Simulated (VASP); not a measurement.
Here is a VASP 6.6.1 calculation.

The input INCAR:

```
PREC = Accurate
ENCUT = 520
EDIFF = 1E-7
ISMEAR = -1
SIGMA = 0.05
LREAL = F
LASPH = T
NELM = 60
ALGO = Normal
ISIF = 2
LWAVE = F
LCHARG = T
GGA = PE
LELF = T
LVHAR = T
NBANDS = 21
```

The input KPOINTS:

```
Automatic mesh
0
Gamma
  15 15 15
```

Contents of POSCAR:

```
Sn
1.0
   -2.9158500000      2.9158500000      1.5429305000
    2.9158500000     -2.9158500000      1.5429305000
    2.9158500000      2.9158500000     -1.5429305000
Sn
2
Direct
    0.0000000000      0.0000000000      0.0000000000
    0.7500000000      0.2500000000      0.5000000000
```

Potentials or basis: VASP PAW PBE potentials, release 64 (Sn_d).

Launch:

```console
$ cat potpaw_PBE.64/Sn_d/POTCAR > POTCAR
$ mpirun -np 1 vasp_std > vasp.out
```

(1) Estimate the band gap on the k mesh.

(2) Predict the pressure.

## Answers

(1) zero (band 14 reaches 9.82 eV, above the bottom of band 15 at 5.55 eV).

(2) 4.6 GPa.

Caveat: the cell differs from its parent crystal (zz strain of -3 %); spin-orbit coupling is left out, which moves the levels of the heavy elements.
